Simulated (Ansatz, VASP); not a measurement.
**One calculation of W, two programs**

```
W
1.0
    -1.22977    1.61912    1.61912
     1.61912   -1.22977    1.61912
     1.61912    1.61912   -1.22977
W
1
Cartesian
  0.0000 0.0000 0.0000
```

Alike in both runs: task single point; functional PBE; k mesh 24 × 24 × 24; occupations gaussian, width 0.15 eV; no spin polarisation.

```csv
,VASP,Ansatz
version,VASP 6.6.1,Ansatz 0.2.0
potentials or method,"VASP PAW PBE potentials, release 64 (W_sv), cutoff 520 eV","scalar-relativistic, plane waves, PAW"
valence electrons in the cell,14,14
```

```csv
,VASP,Ansatz,Ansatz less VASP
gap on the k mesh at the Fermi level (eV),none,none,-
pressure (GPa),15.9,15.0,-0.92
"traceless stress, the component that is largest in VASP (GPa)",-17.63,-17.48,+0.156
```

A gap of «none» marks a metal or a gap that the smearing closes. With one functional, cell and mesh, what is left measures potentials, basis and numerics.

Neither program's run includes spin-orbit coupling.
